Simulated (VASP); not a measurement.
# TePb (rocksalt type) (Fm-3m) in VASP: notebook

The runs below take TePb (rocksalt type) through single point, with PBE.

Everything below comes from runs of VASP 6.6.1. Logs are shortened: lines on timing, memory, paths and dates and some standing lists are left out, and cuts for length are marked.

### Step 1. The cell of the first run

Symmetry: Fm-3m, No. 225, cubic system. Conventional cell: a = 6.567 Å, b = 6.567 Å, c = 6.567 Å, α = 90.00°, β = 90.00°, γ = 90.00°. Pb (site symmetry m-3m) has 6 Te at 3.28 Å within 4.3 Å. Within 4.3 Å of Te (site symmetry m-3m) lie 6 Pb at 3.28 Å.

### Step 2. Single point, PBE

INCAR reads:

```
SYSTEM = TePb
PREC     = Accurate       ! precision mode
ENCUT    = 520            ! plane-wave cutoff, eV
EDIFF    = 1E-6           ! SCF threshold, eV
ISMEAR   = -1             ! smearing method
SIGMA    = 0.05           ! smearing width, eV
LREAL    = .False.        ! projectors in reciprocal space
LASPH    = .True.         ! aspherical terms in the spheres
NELM     = 100            ! most SCF steps
ALGO     = Normal         ! electronic algorithm
ISIF     = 2              ! what is computed and relaxed
LWAVE    = .False.        ! write WAVECAR
LCHARG   = .False.        ! write CHGCAR
GGA      = PE             ! functional
NBANDS   = 17             ! bands
```

KPOINTS reads:

```
Automatic mesh
0
Gamma
  11 11 11
  0 0 0
```

POSCAR reads:

```
TePb
1.0
    0.0000000000      3.2836264200      3.2836264200
    3.2836264200      0.0000000000      3.2836264200
    3.2836264200      3.2836264200      0.0000000000
Pb Te
1 1
Direct
    0.0000000000      0.0000000000      0.0000000000
    0.5000000000      0.5000000000      0.5000000000
```

Potentials or basis: VASP PAW PBE potentials, release 64 (Pb_d, Te).

The run is started by

```
> cat potpaw_PBE.64/Pb_d/POTCAR potpaw_PBE.64/Te/POTCAR > POTCAR
> mpirun -np 1 vasp_std > vasp.out
```

OUTCAR:

```text
SYSTEM = TePb
   PREC = Accurate
   ENCUT = 520
   EDIFF = 1E-6
   ISMEAR = -1
   LREAL = .False.
   LASPH = .True.
   NELM = 100
   ISIF = 2
   GGA = PE

 ion  position               nearest neighbor table
   1  0.000  0.000  0.000-   2 3.28   2 3.28   2 3.28   2 3.28   2 3.28   2 3.28
   2  0.500  0.500  0.500-   1 3.28   1 3.28   1 3.28   1 3.28   1 3.28   1 3.28

  LATTYP: Found a face centered cubic cell.
 ALAT       =     6.5672528400

  Lattice vectors:

 A1 = (   0.0000000000,   3.2836264200,   3.2836264200)
 A2 = (   3.2836264200,   0.0000000000,   3.2836264200)
 A3 = (   3.2836264200,   3.2836264200,   0.0000000000)

Analysis of symmetry for initial positions (statically):
=====================================================================
 Subroutine PRICEL returns:
 Original cell was already a primitive cell.

 Routine SETGRP: Setting up the symmetry group for a
 face centered cubic supercell.

 Subroutine GETGRP returns: Found 48 space group operations
 (whereof 48 operations were pure point group operations)
 out of a pool of 48 trial point group operations.

The static configuration has the point symmetry O_h .

Analysis of symmetry for dynamics (positions and initial velocities):
=====================================================================
 Subroutine PRICEL returns:
 Original cell was already a primitive cell.

 Routine SETGRP: Setting up the symmetry group for a
 face centered cubic supercell.

 Subroutine GETGRP returns: Found 48 space group operations
 (whereof 48 operations were pure point group operations)
 out of a pool of 48 trial point group operations.

The dynamic configuration has the point symmetry O_h .

 Subroutine INISYM returns: Found 48 space group operations
 (whereof 48 operations are pure point group operations),
 and found     1 'primitive' translations

----------------------------------------------------------------------------------------

                                     Primitive cell

  volume of cell :      70.8094

  direct lattice vectors                    reciprocal lattice vectors
     0.000000000  3.283626420  3.283626420    -0.152270672  0.152270672  0.152270672
     3.283626420  0.000000000  3.283626420     0.152270672 -0.152270672  0.152270672
     3.283626420  3.283626420  0.000000000     0.152270672  0.152270672 -0.152270672

  length of vectors
     4.643749017  4.643749017  4.643749017     0.263740540  0.263740540  0.263740540

  position of ions in fractional coordinates (direct lattice)
     0.000000000  0.000000000  0.000000000
     0.500000000  0.500000000  0.500000000

  ion indices of the primitive-cell ions
   primitive index   ion index
                 1           1
                 2           2

----------------------------------------------------------------------------------------

 KPOINTS: Automatic mesh

Automatic generation of k-mesh.
 Grid dimensions read from file:
 generate k-points for:   11   11   11

 Generating k-lattice:

  Cartesian coordinates                     Fractional coordinates (reciprocal lattice)
    -0.013842788  0.013842788  0.013842788     0.090909091  0.000000000  0.000000000
     0.013842788 -0.013842788  0.013842788     0.000000000  0.090909091  0.000000000
     0.013842788  0.013842788 -0.013842788     0.000000000  0.000000000  0.090909091

  Length of vectors
     0.023976413  0.023976413  0.023976413

  Shift w.r.t. Gamma in fractional coordinates (k-lattice)
     0.000000000  0.000000000  0.000000000

 Subroutine IBZKPT returns following result:
 ===========================================

 Found     56 irreducible k-points:

 Following reciprocal coordinates:
            Coordinates               Weight
  0.000000  0.000000  0.000000      1.000000
  0.090909  0.000000  0.000000      8.000000
  0.181818  0.000000  0.000000      8.000000
  0.272727  0.000000  0.000000      8.000000
  0.363636  0.000000  0.000000      8.000000
  0.454545  0.000000  0.000000      8.000000
[... 16 lines left out ...]
 -0.272727  0.181818  0.000000     24.000000
 -0.181818  0.181818  0.000000     12.000000
 [... further k-points ...]
   k-points           NKPTS =     56   k-points in BZ     NKDIM =     56   number of bands    NBANDS=     17
   number of dos      NEDOS =    301   number of ions     NIONS =      2
   total plane-waves  NPLWV =  46656
   dimension x,y,z NGX =    36 NGY =   36 NGZ =   36
   dimension x,y,z NGXF=    72 NGYF=   72 NGZF=   72
   ions per type =               1   1
   NGX,Y,Z   is equivalent  to a cutoff of  12.89, 12.89, 12.89 a.u.
   NGXF,Y,Z  is equivalent  to a cutoff of  25.78, 25.78, 25.78 a.u.
 SYSTEM =  TePb
   PREC   = accura    normal or accurate (medium, high low for compatibility)
   ISTART =      0    job   : 0-new  1-cont  2-samecut
   ICHARG =      2    charge: 1-file 2-atom 10-const
   ISPIN  =      1    spin polarized calculation?
   LNONCOLLINEAR =      F non collinear calculations
   LSORBIT =      F    spin-orbit coupling
   LASPH  =      T    aspherical Exc in radial PAW
   ENCUT  =  520.0 eV  38.22 Ry    6.18 a.u.   8.63  8.63  8.63*2*pi/ulx,y,z
   NELM   =    100;   NELMIN=  2; NELMDL= -5     # of ELM steps
   EDIFF  = 0.1E-05   stopping-criterion for ELM
   LREAL  =      F    real-space projection
   EDIFFG = 0.1E-04   stopping-criterion for IOM
   NSW    =      0    number of steps for IOM
   IBRION =     -1    ionic relax: 0-MD 1-quasi-New 2-CG
   NFREE  =      0    steps in history (QN), initial steepest desc. (CG)
   ISIF   =      2    stress and relaxation
   ISYM   =      2    0-nonsym 1-usesym 2-fastsym
   POTIM  = 0.5000    time-step for ionic-motion
   TEBEG  =    0.0;   TEEND  =   0.0 temperature during run
   PSTRESS=    0.0 pullay stress
   NELECT =      20.0000    total number of electrons
   NUPDOWN=      -1.0000    fix difference up-down
   EMIN   =  10.00;   EMAX   =-10.00  energy-range for DOS
   EFERMI =   0.00;   METHOD = LEGACY
   ISMEAR =    -1;   SIGMA  =   0.05  broadening in eV -4-tet -1-fermi 0-gaus
   EFERMI_NEDOS =   21; number of points for ismear=-14 and -15
   IALGO  =     38    algorithm
   IMIX   =      4    mixing-type and parameters
     AMIX     =   0.40;   BMIX     =  1.00
     AMIX_MAG =   1.60;   BMIX_MAG =  1.00
  volume/ion in A,a.u.               =      35.40       238.92
  Fermi-wavevector in a.u.,A,eV,Ry     =   1.074124  2.029800 15.697618  1.153742
  Thomas-Fermi vector in A             =   2.209943
   LORBIT       =      0    0 simple, 1 ext, 2 COOP (PROOUT), +10 PAW based schemes
   GGA     = PE    functional components
   LHFCALC =     F    Hartree Fock is set to
   AEXX    =    0.0000 exact exchange contribution
   IVDW    =     0    specifies the selected vdW correction
   LEPSILON=     F    determine dielectric tensor
   LRPA    =     F    only Hartree local field effects (RPA)
 non-spin polarized calculation
  energy-cutoff  :      520.00
  volume of cell :       70.81
 maximum number of plane-waves:      1921
   NGX = 17   NGY = 17   NGZ = 17

 number of electron      19.9999999 magnetization

 Free energy of the ion-electron system (eV)
  ---------------------------------------------------
  ext. energy  EPLUGINS =         0.00000000
  ---------------------------------------------------
  free energy    TOTEN  =        -7.52306507 eV

  energy without entropy =       -7.52306350  energy(sigma->0) =       -7.52306429

 E-fermi :   5.4500     XC(G=0):  -9.0836

 val. band max:        4.9663625765   @ k =   0.4545   0.0000   0.0000
 cond. band min:       5.9037697680   @ k =   0.4545   0.0000   0.0000
 fundamental gap:      0.9374071914
 Fermi energy:         5.4499846762

 k-point     1 :       0.0000    0.0000    0.0000
  band No.  band energies     occupation
      1     -11.6362      2.00000
      2     -11.6362      2.00000
      3     -11.6305      2.00000
      4     -11.6305      2.00000
      5     -11.6305      2.00000
      6      -6.6152      2.00000
[... 9 lines left out ...]
     16      10.9191      0.00000
     17      12.4423      0.00000

 k-point     2 :       0.0909    0.0000    0.0000
  band No.  band energies     occupation
      1     -11.6369      2.00000
      2     -11.6369      2.00000
      3     -11.6303      2.00000
      4     -11.6295      2.00000
      5     -11.6295      2.00000
      6      -6.5489      2.00000
[... 9 lines left out ...]
     16      11.0713      0.00000
     17      12.9557      0.00000

 k-point     3 :       0.1818    0.0000    0.0000
  band No.  band energies     occupation
      1     -11.6393      2.00000
      2     -11.6393      2.00000
      3     -11.6298      2.00000
      4     -11.6266      2.00000
      5     -11.6266      2.00000
      6      -6.3543      2.00000
[... 9 lines left out ...]
     16      11.4945      0.00000
     17      14.1086      0.00000

 k-point     4 :       0.2727    0.0000    0.0000
  band No.  band energies     occupation
      1     -11.6426      2.00000
      2     -11.6426      2.00000
      3     -11.6291      2.00000
      4     -11.6225      2.00000
      5     -11.6225      2.00000
      6      -6.0475      2.00000
[... 9 lines left out ...]
     16      12.1593      0.00000
     17      15.4132      0.00000
[... 343 lines left out ...]
      1     -11.6528      2.00000
      2     -11.6446      2.00000
      3     -11.6254      2.00000
      4     -11.6192      2.00000
      5     -11.6172      2.00000
      6      -5.2957      2.00000
[... 9 lines left out ...]
     16      13.1079      0.00000
     17      15.4692      0.00000

 k-point    23 :      -0.2727    0.1818    0.0000
  band No.  band energies     occupation
      1     -11.6478      2.00000
      2     -11.6449      2.00000
      3     -11.6266      2.00000
      4     -11.6207      2.00000
      5     -11.6194      2.00000
      6      -5.6144      2.00000
[... 9 lines left out ...]
     16      14.1048      0.00000
     17      14.5957      0.00000

 k-point    24 :      -0.1818    0.1818    0.0000
  band No.  band energies     occupation
      1     -11.6439      2.00000
      2     -11.6429      2.00000
      3     -11.6284      2.00000
      4     -11.6240      2.00000
      5     -11.6206      2.00000
      6      -5.9492      2.00000
[... 9 lines left out ...]
     16      13.4364      0.00000
     17      13.6917      0.00000

 [... further k-points ...]
[... 5 lines left out ...]
  --------------------------------------------------------------------------------------
  -------------------------------------------------------------------------------------
  Total       -0.0096601     -0.0096601     -0.0096601     -0.0000000     -0.0000000      0.0000000
  in kB       -0.2185758     -0.2185758     -0.2185758     -0.0000000     -0.0000000      0.0000000
  external PRESSURE =      -0.2185758 kB  Pullay stress =       0.0000000 kB

 VOLUME and BASIS-vectors are now :
 -----------------------------------------------------------------------------
  energy-cutoff  :      520.00
  volume of cell :       70.81
      direct lattice vectors                 reciprocal lattice vectors
     0.000000000  3.283626420  3.283626420    -0.152270672  0.152270672  0.152270672
     3.283626420  0.000000000  3.283626420     0.152270672 -0.152270672  0.152270672
     3.283626420  3.283626420  0.000000000     0.152270672  0.152270672 -0.152270672

 POSITION                                       TOTAL-FORCE (eV/Angst)
 -----------------------------------------------------------------------------------
      0.00000      0.00000      0.00000         0.000000      0.000000     -0.000000
      3.28363      3.28363      3.28363         0.000000      0.000000      0.000000
 -----------------------------------------------------------------------------------
    total drift:                               -0.000000      0.000000      0.000000

  FREE ENERGIE OF THE ION-ELECTRON SYSTEM (eV)
  ---------------------------------------------------
  free  energy   TOTEN  =        -7.5230650707 eV

  energy  without entropy=       -7.5230635041  energy(sigma->0) =       -7.52306429
```

Run time: 39 s. Hardware: 1 thread of Intel Xeon Platinum 8488C (Sapphire Rapids), shared host; peak memory 0.23 GiB.

What came out:

| Quantity | Value |
| --- | --- |
| Free energy | -7.5231 eV |
| Pressure | 0.0 GPa |

Levels at points of the mesh, in eV from the Fermi level:
```
           k point  band 8  band 9  band 10  band 11  band 12  band 13
(0.00, 0.00, 0.00)   -1.60   -1.60    -1.60     3.58     3.58     3.58
```

Caveat: this odd mesh misses L, where the gap lies, so gap, dielectric constants and Born charges aren't listed; spin-orbit coupling is left out, which moves the levels of the heavy elements.

### Step 3. Single point, PBE

This run uses another cell than the first one, of 27.57 Å³/atom, 0.779 times its volume.

INCAR reads:

```
PREC = Accurate
ENCUT = 520
EDIFF = 1E-7
ISMEAR = -1
SIGMA = 0.05
LREAL = False
LASPH = True
NELM = 60
ALGO = Normal
ISIF = 2
LWAVE = False
LCHARG = True
GGA = PE
LELF = True
LVHAR = True
NBANDS = 17
```

KPOINTS reads:

```
Automatic mesh
0
Gamma
  12 12 12
```

POSCAR reads:

```
TePb
1.0
    0.0000000000      3.0211304617      3.0211304617
    3.0211304617      0.0000000000      3.0211304617
    3.0211304617      3.0211304617      0.0000000000
Pb Te
1 1
Direct
    0.0000000000      0.0000000000      0.0000000000
    0.5000000000      0.5000000000      0.5000000000
```

Potentials or basis: VASP PAW PBE potentials, release 64 (Pb_d, Te).

The run is started by

```
> cat potpaw_PBE.64/Pb_d/POTCAR potpaw_PBE.64/Te/POTCAR > POTCAR
> mpirun -np 1 vasp_std > vasp.out
```

It took 29 s on 1 thread of Intel Xeon Platinum 8488C (Sapphire Rapids), shared host; peak memory 0.22 GiB.

Results (log left out):

```yaml
Free_energy: -6.8601 eV
Pressure: 16.9 GPa
Band_gap_on_the_k_mesh: 0.17 eV, direct
```

Levels at points of the mesh, in eV from the valence-band top:
```tsv
k point	band 7	band 8	band 9	band 10	band 11	band 12	band 13	band 14
(0.00, 0.00, 0.00)	-5.11	-2.32	-2.32	-2.32	4.12	4.12	4.12	5.15
(0.50, 0.00, 0.00)	-10.02	-1.67	-1.67	0.00	0.17	0.55	0.55	8.51
(0.50, 0.50, 0.00)	-7.80	-6.39	-4.22	-4.22	2.20	6.11	6.11	7.80
```

Caveat: spin-orbit coupling is left out, which moves the levels of the heavy elements. A k mesh can miss the band edges.

### Step 4. Single point, PBE

This run uses another cell than the first one, of 27.57 Å³/atom, 0.779 times its volume.

INCAR reads:

```
SYSTEM = TePb
PREC = Accurate
ENCUT = 520
EDIFF = 1E-6
ISMEAR = -1
SIGMA = 0.05
LREAL = .FALSE.
LASPH = .TRUE.
NELM = 60
ALGO = Normal
ISIF = 2
LWAVE = .FALSE.
LCHARG = .TRUE.
GGA = PE
LELF = .TRUE.
LVHAR = .TRUE.
NBANDS = 17
```

KPOINTS reads:

```
regular mesh
0
G
  12 12 12
  0 0 0
```

POSCAR is that of step 3.

The run is started by

```
> cat potpaw_PBE.64/Pb_d/POTCAR potpaw_PBE.64/Te/POTCAR > POTCAR
> mpirun -np 1 vasp_std > vasp.out
```

Wall time 31 s (1 thread of Intel Xeon Platinum 8488C (Sapphire Rapids), shared host); peak memory 0.21 GiB.

The run converged. Its results:

```
Free energy            : -6.8601 eV
Pressure               : 16.9 GPa
Band gap on the k mesh : 0.17 eV, direct
```

Levels at points of the mesh, in eV from the valence-band top:
```tsv
k point	band 7	band 8	band 9	band 10	band 11	band 12	band 13	band 14
(0.00, 0.00, 0.00)	-5.11	-2.32	-2.32	-2.32	4.12	4.12	4.12	5.15
(0.50, 0.00, 0.00)	-10.02	-1.67	-1.67	0.00	0.17	0.55	0.55	8.51
(0.50, 0.50, 0.00)	-7.80	-6.39	-4.22	-4.22	2.20	6.11	6.11	7.80
```

Caveat: spin-orbit coupling is left out, which moves the levels of the heavy elements. A k mesh can miss the band edges.
